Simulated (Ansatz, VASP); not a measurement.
**Pd in VASP and in Ansatz**

File INCAR:

```
PREC     = Accurate       # precision mode
ENCUT    = 520            # plane-wave cutoff, eV
EDIFF    = 1E-6           # SCF threshold, eV
ISMEAR   = -1             # smearing method
SIGMA    = 0.05           # smearing width, eV
LREAL    = False          # projectors in reciprocal space
LASPH    = True           # aspherical terms in the spheres
NELM     = 60             # most SCF steps
ALGO     = Normal         # electronic algorithm
ISIF     = 2              # what is computed and relaxed
LWAVE    = False          # write WAVECAR
LCHARG   = True           # write CHGCAR
GGA      = CA             # functional
LELF     = True           # ELF
LVHAR    = True         
NBANDS   = 28             # bands
```

The input KPOINTS:

```
regular mesh
0
Gamma
  11 11 3
```

The input POSCAR:

```
Pd
1.0
    2.7625616691      0.0000000000      0.0000000000
   -1.3812808346      2.3924485850      0.0000000000
    0.0000000000      0.0000000000      9.1183940900
Pd
4
Direct
    0.6666666667      0.3333333333      0.7500000000
    0.0000000000      0.0000000000      0.5000000000
    0.3333333333      0.6666666667      0.2500000000
    0.0000000000      0.0000000000      0.0000000000
```

Contents of input.yaml:

```yaml
crystal:
  lattice:
    - [2.7625616691, 0.0, 0.0]
    - [-1.3812808346, 2.392448585, 0.0]
    - [0.0, 0.0, 9.11839409]
  atoms:
    - { symbol: Pd, position: [0.6666666667, 0.3333333333, 0.75] }
    - { symbol: Pd, position: [0.0, 0.0, 0.5] }
    - { symbol: Pd, position: [0.3333333333, 0.6666666667, 0.25] }
    - { symbol: Pd, position: [0.0, 0.0, 0.0] }
kpoints:
  mp_grid: { grid: [11, 11, 3] }
  band_path:
    path:
      - [0.0, 0.0, 0.0]
      - [0.5, 0.0, 0.0]
      - [0.3333333333, 0.3333333333, 0.0]
      - [0.0, 0.0, 0.0]
      - [0.0, 0.0, 0.5]
      - [0.5, 0.0, 0.5]
      - [0.3333333333, 0.3333333333, 0.5]
      - [0.0, 0.0, 0.5]
    npoints: 12
scf:
  occupations: { method: fermi_dirac, width: 0.05 }
hamiltonian:
  xc: lda
  pseudopotentials: { kind: all_electron, lapw: { basis_error: 0.002 } }
output:
  forces: true
  stress: true
  eigenvalues: true
```

Alike in both runs: functional LDA; k mesh 11 × 11 × 3; occupations fermi-dirac, width 0.05 eV; no spin polarisation.

|  | VASP | Ansatz |
| --- | --- | --- |
| version | VASP 6.6.1 | Ansatz 0.2.0 |
| potentials or method | VASP PAW LDA potentials, release 64 (Pd), cutoff 520 eV | all-electron LAPW, scalar-relativistic |
| task | single point | band structure |

VASP gave:

| Property | Result |
| --- | --- |
| gap on the k mesh at the Fermi level (eV) | none |
| pressure (GPa) | -11.3 |
| traceless stress, the component that is largest in VASP (GPa) | -0.19 |

Problem. What did Ansatz give for the same quantities?

Solution. gap on the k mesh at the Fermi level (eV): none; pressure (GPa): -11.6; traceless stress, the component that is largest in VASP (GPa): -0.14.

LDA's correlation is that of Perdew and Zunger in VASP and of Perdew and Wang (1992) in Ansatz. A gap of «none» marks a metal or a gap that the smearing closes. Ansatz ran all-electron here, and VASP with PAW potentials.
